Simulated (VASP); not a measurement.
**Mo: relaxation of cell and atoms with PBE**

Crystal: Mo.

```xyz
1
Lattice="-1.5124 1.5124 1.5124 1.5124 -1.5124 1.5124 1.5124 1.5124 -1.5124" Properties=species:S:1:pos:R:3 pbc="T T T"
Mo    0.0000    0.0000    0.0000
```

```
Program                : VASP 6.6.1
Task                   : relaxation of cell and atoms
Functional             : PBE
Potentials or basis    : VASP PAW PBE potentials, release 64 (Mo_sv)
Cutoff                 : 600 eV
k mesh                 : 20 × 20 × 20
Occupations            : fermi-dirac, width 0.15 eV
Spin                   : no spin polarisation
Target pressure        : 45 GPa
Dipole correction      : no
Further INCAR settings : ALGO = Fast; EDIFF = 1e-06; IBRION = 2; EDIFFG = -0.001; NSW = 80; ISIF = 3
```

```
Relaxed volume                                             : 13.87 Å³/atom
Relaxed cell                                               : a = 2.621 Å, b = 2.621 Å, c = 2.621 Å, α = 109.47°, β = 109.47°, γ = 109.47°
Space group after relaxing (to 0.1 Å)                      : Im-3m (No. 229)
Energy change on relaxing (the run minimises the enthalpy) : -8.2 meV/atom
Ionic steps                                                : 10
Pressure after relaxing                                    : 45.0 GPa
Band gap on the k mesh                                     : zero (bands 7 and 8 overlap by 6.33 eV)
```

The path:
```tsv
step	energy change (eV)	largest force (eV/Å)	pressure (GPa)	volume (Å³)
1	0.0000	0.0000	45.91	13.84
2	-0.0427	0.0000	40.96	14.00
3	-0.0083	0.0000	45.18	13.87
4	-0.0098	0.0000	44.83	13.87
5	-0.0091	0.0000	44.87	13.87
6	-0.0087	0.0000	44.92	13.87
7	-0.0085	0.0000	44.89	13.87
8	-0.0039	0.0000	45.48	13.85
9	-0.0076	0.0000	45.23	13.86
10	-0.0082	0.0000	44.99	13.87
```

Final structure:
```xyz
1
Lattice="-1.5135 1.5135 1.5135 1.5135 -1.5135 1.5135 1.5135 1.5135 -1.5135" Properties=species:S:1:pos:R:3 pbc="T T T"
Mo    0.0000    0.0000    0.0000
```

Levels at points of the mesh, in eV from the Fermi level:
| k point | band 5 | band 6 | band 7 | band 8 | band 9 | band 10 |
| --- | --- | --- | --- | --- | --- | --- |
| (0.00, 0.00, 0.00) | -7.60 | -1.64 | -1.64 | -1.64 | 1.85 | 1.85 |
| (0.50, 0.00, 0.00) | -6.11 | -4.04 | 1.97 | 2.15 | 2.70 | 5.63 |
| (0.50, 0.50, 0.50) | -6.46 | -6.46 | 4.69 | 4.69 | 4.69 | 10.05 |

Wall time 62 s on 1 thread of Intel(R) Xeon(R) 6975P-C (Granite Rapids), with other jobs on the host, peak memory 0.17 GiB.

Caveat: the cell is relaxed towards a set pressure, so the run minimises the enthalpy, not the energy.
